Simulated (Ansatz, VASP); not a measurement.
**Two plane-wave programs on ZrSi2**

```
CELL_PARAMETERS angstrom
0.00000 3.59896 3.59896
3.59896 0.00000 3.59896
3.59896 3.59896 0.00000
ATOMIC_POSITIONS crystal
Zr 0.25000 0.25000 0.25000
Zr 0.50000 0.50000 0.50000
Si 0.87499 0.87499 0.87499
Si 0.87499 0.87499 0.37503
Si 0.87499 0.37503 0.87499
Si 0.37503 0.87499 0.87499
```

Alike in both runs: functional PBE; k mesh 4 × 4 × 4; occupations gaussian, width 0.2 eV; no spin polarisation.

Ansatz relaxed the structure, and its values are those at the end. VASP's run is a single point on that final structure, the one shown.

|  | VASP | Ansatz |
| --- | --- | --- |
| version | VASP 6.6.1 | Ansatz 0.2.0 |
| potentials or method | VASP PAW PBE potentials, release 64 (Zr_sv, Si), cutoff 500 eV | scalar-relativistic, plane waves, PAW |
| valence electrons in the cell | 40 | 40 |

|  | VASP | Ansatz | Ansatz less VASP |
| --- | --- | --- | --- |
| gap on the k mesh at the Fermi level (eV) | none | none | - |
| pressure (GPa) | -0.1 | -0.1 | 0.00 |

A gap of «none» marks a metal or a gap that the smearing closes. The functional is the same, so the differences come from potentials, cutoffs and numerics.

The k mesh is coarse, so the values compare programs but aren't converged.
